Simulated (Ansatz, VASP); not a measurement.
# GaSb3: VASP beside Ansatz

```
CELL_PARAMETERS angstrom
0.00000 3.67758 3.39441
3.67758 0.00000 3.39441
3.67758 3.67758 0.00000
ATOMIC_POSITIONS crystal
Ga 0.00000 0.00000 0.00000
Sb 0.25000 0.25000 0.25000
Sb 0.75000 0.75000 0.75000
Sb 0.50000 0.50000 0.50000
```

Alike in both runs: task single point; functional PBEsol; k mesh 10 × 10 × 10; occupations gaussian, width 0.15 eV; no spin polarisation.

|  | VASP | Ansatz |
| --- | --- | --- |
| version | VASP 6.6.1 | Ansatz 0.2.0 |
| potentials or method | VASP PAW PBE potentials, release 64 (Ga_d, Sb), cutoff 520 eV | scalar-relativistic, plane waves, PAW |
| valence electrons in the cell | 28 | 58 |

|  | VASP | Ansatz | Ansatz less VASP |
| --- | --- | --- | --- |
| gap on the k mesh at the Fermi level (eV) | none | none | - |
| pressure (GPa) | 4.4 | 4.3 | -0.08 |
| traceless stress, the component that is largest in VASP (GPa) | 0.75 | 0.75 | -0.003 |

VASP's potentials were made for PBE, not for PBEsol, and Ansatz warns of the same on its side. A gap of «none» marks a metal or a gap that the smearing closes. VASP's potentials hold 28 valence electrons a cell and Ansatz's 58, so a difference there can come from the potentials and not from the codes.

Spin-orbit coupling is off throughout.
